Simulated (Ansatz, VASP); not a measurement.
## PbF2: VASP beside Ansatz

File INCAR:

```
SYSTEM = PbF2
ALGO = Normal
EDIFF = 1E-6
ENCUT = 520
GGA = PE
ISIF = 2
ISMEAR = 0
LASPH = .TRUE.
LCHARG = .FALSE.
LREAL = .FALSE.
LWAVE = .FALSE.
NBANDS = 21
NELM = 80
PREC = Accurate
SIGMA = 0.02
```

KPOINTS

```
k-points
0
G
  8 8 8
  0 0 0
```

The input POSCAR:

```
PbF2
1.0
    0.0000000000      3.0000716021      3.0000716021
    3.0000716021      0.0000000000      3.0000716021
    3.0000716021      3.0000716021      0.0000000000
Pb F
1 2
Direct
    0.0000000000      0.0000000000      0.0000000000
    0.2500000000      0.2500000000      0.2500000000
    0.7500000000      0.7500000000      0.7500000000
```

Input for Ansatz:

```yaml
crystal:
  lattice:
    - [0.0, 3.0000716021, 3.0000716021]
    - [3.0000716021, 0.0, 3.0000716021]
    - [3.0000716021, 3.0000716021, 0.0]
  atoms:
    - { symbol: Pb, position: [0.0, 0.0, 0.0] }
    - { symbol: F, position: [0.25, 0.25, 0.25] }
    - { symbol: F, position: [0.75, 0.75, 0.75] }
basis:
  ecutwfc: 420
kpoints:
  mp_grid: { grid: [8, 8, 8] }
  band_path: { path: [VBM, CBM], npoints: 2 }
hamiltonian:
  xc: pbe
scf:
  occupations: { method: gaussian, width: 0.02 }
output:
  forces: true
  stress: true
  eigenvalues: true
  write_density: true
  write_potential: true
  elf: true
  volumetric_format: npy
```

Alike in both runs: task single point; functional PBE; k mesh 8 × 8 × 8; occupations gaussian, width 0.02 eV; no spin polarisation.

|  | VASP | Ansatz |
| --- | --- | --- |
| version | VASP 6.6.1 | Ansatz 0.2.0 |
| potentials or method | VASP PAW PBE potentials, release 64 (Pb_d, F), cutoff 520 eV | scalar-relativistic, plane waves, PAW |
| valence electrons in the cell | 28 | 28 |

|  | VASP | Ansatz | Ansatz less VASP |
| --- | --- | --- | --- |
| gap on the k mesh at the Fermi level (eV) | 4.42 | 4.42 | +0.003 |
| least direct gap on the mesh (eV) | 4.56 | 4.56 | +0.002 |
| pressure (GPa) | -0.2 | 0.0 | +0.21 |

With one functional, cell and mesh, what is left measures potentials, basis and numerics.

Spin-orbit coupling is off throughout.
